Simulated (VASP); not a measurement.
LiTlF4, 12 atoms in the cell. Symmetry: P2_1/m, No. 11, monoclinic system. The conventional cell has a = 3.781 Å, b = 7.755 Å, c = 5.571 Å, α = 90.00°, β = 108.69°, γ = 90.00°. Li (site symmetry m) has 5 F at 1.89 to 2.05 Å within 2.5 Å. Tl (site symmetry -1) has 8 F at 2.28 to 2.37 Å within 3.0 Å. F (site symmetry 1) has 1 Li at 1.98 Å and 2 Tl at 2.28 to 2.31 Å and 5 F at 2.61 to 2.82 Å within 2.9 Å. Within 2.7 Å of F (site symmetry m) lie 2 Li at 2.04 to 2.05 Å and 2 Tl at 2.37 Å and 5 F at 2.61 Å. F (site symmetry m) has 1 Li at 1.89 Å and 2 Tl at 2.31 Å within 2.5 Å. 

* Program: VASP 6.6.1
* Task: single point
* Functional: PBE
* Potentials or basis: VASP PAW PBE potentials, release 64 (Li_sv, Tl_d, F)
* Cutoff: 520 eV
* k mesh: 8 × 4 × 6
* Occupations: gaussian, width 0.02 eV
* Spin: no spin polarisation
* Dipole correction: no
* Further INCAR settings: ALGO = Normal; EDIFF = 1e-06; NBANDS = 56

Potentials or basis: VASP PAW PBE potentials, release 64 (Li_sv, Tl_d, F).

The run is started by

```bash
$ cat potpaw_PBE.64/Li_sv/POTCAR potpaw_PBE.64/Tl_d/POTCAR potpaw_PBE.64/F/POTCAR > POTCAR
$ mpirun -np 1 vasp_std > vasp.out
```

Hardware: 1 thread of Intel(R) Xeon(R) Platinum 8488C (Sapphire Rapids), on a shared host.

Estimate the wall time of this run.

Run time: 11 min on 1 thread of Intel(R) Xeon(R) Platinum 8488C (Sapphire Rapids) (shared host), peak memory 0.58 GiB. Counts: scf iterations 15, k points 78.
